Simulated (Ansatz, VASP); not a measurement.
**InAs: VASP beside Ansatz**

The input INCAR:

```
SYSTEM = InAs
ALGO     = Normal         ! electronic algorithm
EDIFF    = 1E-6           ! SCF threshold, eV
ENCUT    = 520            ! plane-wave cutoff, eV
GGA      = PE             ! functional
ISIF     = 2              ! what is computed and relaxed
ISMEAR   = 0              ! smearing method
LASPH    = .True.         ! aspherical terms in the spheres
LCHARG   = .False.        ! write CHGCAR
LREAL    = .False.        ! projectors in reciprocal space
LWAVE    = .False.        ! write WAVECAR
NBANDS   = 16             ! bands
NELM     = 100            ! most SCF steps
PREC     = Accurate       ! precision mode
SIGMA    = 0.15           ! smearing width, eV
```

File KPOINTS:

```
k-points
0
Gamma
  16 16 16
  0 0 0
```

The input POSCAR:

```
InAs
1.0
    0.0000000000      3.1861810476      3.0005782682
    3.1861810476      0.0000000000      3.0005782682
    3.1861810476      3.1861810476      0.0000000000
In As
1 1
Direct
    0.0000000000      0.0000000000      0.0000000000
    0.7500000000      0.7500000000      0.7500000000
```

Input for Ansatz:

```yaml
crystal:
  lattice:
    - [0.0, 3.1861810476, 3.0005782682]
    - [3.1861810476, 0.0, 3.0005782682]
    - [3.1861810476, 3.1861810476, 0.0]
  atoms:
    - { symbol: In, position: [0.0, 0.0, 0.0] }
    - { symbol: As, position: [0.75, 0.75, 0.75] }
basis:
  ecutwfc: 420
kpoints:
  mp_grid: { grid: [16, 16, 16] }
hamiltonian:
  xc: pbe
scf:
  occupations: { method: gaussian, width: 0.15 }
output:
  forces: true
  stress: true
  eigenvalues: true
```

Change from the starting cell: strain +0.030 along x and y, -0.030 along z, atoms carried along.

Alike in both runs: task single point; functional PBE; k mesh 16 × 16 × 16; occupations gaussian, width 0.15 eV; no spin polarisation.

```csv
,VASP,Ansatz
version,VASP 6.6.1,Ansatz 0.2.0
potentials or method,"VASP PAW PBE potentials, release 64 (In_d, As), cutoff 520 eV","scalar-relativistic, plane waves, PAW"
valence electrons in the cell,18,28
```

Ansatz gave:

| Property | Result |
| --- | --- |
| pressure (GPa) | -1.4 |
| traceless stress, the component that is largest in VASP (GPa) | 1.20 |

Which values does VASP return?

Pressure (GPa): -1.3; traceless stress, the component that is largest in VASP (GPa): 1.20.

VASP's potentials hold 18 valence electrons a cell and Ansatz's 28, so a difference there can come from the potentials and not from the codes.
